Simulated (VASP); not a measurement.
Set up this calculation in VASP 6.6.1, as the native input.

```
Task                   : relaxation of cell and atoms
Functional             : PBE
Potentials or basis    : VASP PAW PBE potentials, release 64 (Ti_sv, H)
Cutoff                 : 600 eV
k mesh                 : 4 × 4 × 4
Occupations            : gaussian, width 0.1 eV
Spin                   : no spin polarisation
Dipole correction      : no
Further INCAR settings : ALGO = Normal; EDIFF = 1e-07; IBRION = 2; EDIFFG = -0.04; NSW = 90; ISIF = 3
```

The structure of TiH4 lies in POSCAR:

```
TiH4
1.0
    0.0000000000      3.7970002100      3.7970002100
    3.7970002100      0.0000000000      3.7970002100
    3.7970002100      3.7970002100      0.0000000000
Ti H
2 8
Direct
    0.2500000000      0.2500000000      0.2500000000
    0.7500000000      0.7500000000      0.7500000000
    0.5672497700      0.5672497700      0.5672497700
    0.5672497700      0.5672497700      0.2982506800
    0.5672497700      0.2982506800      0.5672497700
    0.2982506800      0.5672497700      0.5672497700
    0.4327502300      0.4327502300      0.7017493200
    0.4327502300      0.4327502300      0.4327502300
    0.4327502300      0.7017493200      0.4327502300
    0.7017493200      0.4327502300      0.4327502300
```

The cell was generated, and may not be a known phase.

These files were run (other wordings do the same):

INCAR

```
SYSTEM = TiH4
PREC = Accurate
ENCUT = 600
EDIFF = 1E-7
ISMEAR = 0
SIGMA = 0.1
LREAL = .False.
LASPH = .True.
NELM = 80
ALGO = Normal
ISIF = 3
LWAVE = .False.
LCHARG = .False.
GGA = PE
IBRION = 2
NSW = 90
EDIFFG = -0.04
```

KPOINTS

```
regular mesh
0
Gamma
  4 4 4
  0 0 0
```

Potentials or basis: VASP PAW PBE potentials, release 64 (Ti_sv, H).

Launch:

```sh
$ cat potpaw_PBE.64/Ti_sv/POTCAR potpaw_PBE.64/H/POTCAR > POTCAR
$ mpirun -np 1 vasp_std > vasp.out
```

It gave:

The relaxed volume is 17.92 Å³/atom. The relaxed cell is a = 6.328 Å, b = 6.328 Å, c = 6.328 Å, α = 60.00°, β = 60.00°, γ = 60.00°. The space group after relaxing (to 0.1 Å) is Fm-3m (No. 225) and the energy gained by relaxing is 734.2 meV/atom. The ionic steps are 15 and the pressure after relaxing is 0.0 GPa. The largest force after relaxing is 0.007 eV/Å and the band gap on the k mesh is 1.91 eV (least direct gap 1.99 eV).

Caveat: the volume moved by over 15 % at a fixed basis, so the end points are rough.

It took 22 min on 1 thread of Intel Xeon 8259CL, with other jobs on the host, peak memory 0.34 GiB.
